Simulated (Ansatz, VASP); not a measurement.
# Two plane-wave programs on Ag

Contents of INCAR:

```
SYSTEM = Ag
  ALGO = Fast
  EDIFF = 1E-6
  ENCUT = 520
  GGA = PE
  ISIF = 2
  ISMEAR = 0
  LASPH = .True.
  LCHARG = .False.
  LREAL = .False.
  LWAVE = .False.
  NBANDS = 30
  NELM = 100
  PREC = Accurate
  SIGMA = 0.15
```

Contents of KPOINTS:

```
k-points
0
Gamma
  18 18 6
  0 0 0
```

POSCAR

```
Ag
1.0
    2.8487129616      0.0000000000      0.0000000000
   -1.4243564808      2.4670577928      0.0000000000
    0.0000000000      0.0000000000      9.7069645697
Ag
4
Direct
    0.3333333333      0.6666666667      0.2500000000
    0.6666666667      0.3333333333      0.7500000000
    0.0000000000      0.0000000000      0.0000000000
    0.0000000000      0.0000000000      0.5000000000
```

Input for Ansatz:

```yaml
crystal:
  lattice:
    - [2.8487129616, 0.0, 0.0]
    - [-1.4243564808, 2.4670577928, 0.0]
    - [0.0, 0.0, 9.7069645697]
  atoms:
    - { symbol: Ag, position: [0.3333333333, 0.6666666667, 0.25] }
    - { symbol: Ag, position: [0.6666666667, 0.3333333333, 0.75] }
    - { symbol: Ag, position: [0.0, 0.0, 0.0] }
    - { symbol: Ag, position: [0.0, 0.0, 0.5] }
basis:
  ecutwfc: 420
kpoints:
  mp_grid: { grid: [18, 18, 6] }
hamiltonian:
  xc: pbe
scf:
  occupations: { method: gaussian, width: 0.15 }
output:
  forces: true
  stress: true
  eigenvalues: true
```

Change from the starting cell: strain -0.030 along x and y, +0.015 along z, atoms carried along.

Alike in both runs: task single point; functional PBE; k mesh 18 × 18 × 6; occupations gaussian, width 0.15 eV; no spin polarisation.

```csv
,VASP,Ansatz
version,VASP 6.6.1,Ansatz 0.2.0
potentials or method,"VASP PAW PBE potentials, release 64 (Ag), cutoff 520 eV","scalar-relativistic, plane waves, PAW"
valence electrons in the cell,44,76
```

VASP gave:

| Item | Value |
| --- | --- |
| gap on the k mesh at the Fermi level (eV) | none |
| pressure (GPa) | 4.9 |
| traceless stress, the component that is largest in VASP (GPa) | -3.18 |

Problem. Which values does Ansatz return?

Solution. gap on the k mesh at the Fermi level (eV): none; pressure (GPa): 5.1; traceless stress, the component that is largest in VASP (GPa): -3.21.

A gap of «none» marks a metal or a gap that the smearing closes. The functional is the same, so the differences come from potentials, cutoffs and numerics. VASP's potentials hold 44 valence electrons a cell and Ansatz's 76, so a difference there can come from the potentials and not from the codes.
